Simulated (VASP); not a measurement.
A run of VASP 6.6.1:

INCAR

```
SYSTEM = Ge
PREC = Accurate ; ENCUT = 520
EDIFF = 1E-6 ; ISMEAR = 0
SIGMA = 0.15 ; LREAL = .FALSE.
LASPH = .TRUE. ; NELM = 100
ALGO = Normal ; ISIF = 2
LWAVE = .FALSE. ; LCHARG = .TRUE.
GGA = PE ; LELF = .TRUE.
LVHAR = .TRUE. ; NBANDS = 21
```

KPOINTS

```
Automatic mesh
0
G
  14 14 14
  0 0 0
```

POSCAR

```
Ge
1.0
    0.0000000000      2.9172452734      2.5838041387
    2.9172452734      0.0000000000      2.5838041387
    2.9172452734      2.9172452734      0.0000000000
Ge
2
Direct
    0.5000000000      0.5000000000      0.5000000000
    0.7500000000      0.7500000000      0.7500000000
```

Potentials or basis: VASP PAW PBE potentials, release 64 (Ge_d).

Command:

```console
$ cat potpaw_PBE.64/Ge_d/POTCAR > POTCAR
$ mpirun -np 1 vasp_std > vasp.out
```

Hardware: 1 thread of Intel(R) Xeon(R) 6975P-C (Granite Rapids), with other jobs on the host.

Problem. Estimate the wall time of this run.

Solution. It took 110 s on 1 thread of Intel(R) Xeon(R) 6975P-C (Granite Rapids), with other jobs on the host, peak memory 0.3 GiB. Counts: scf iterations 12, k points 244.
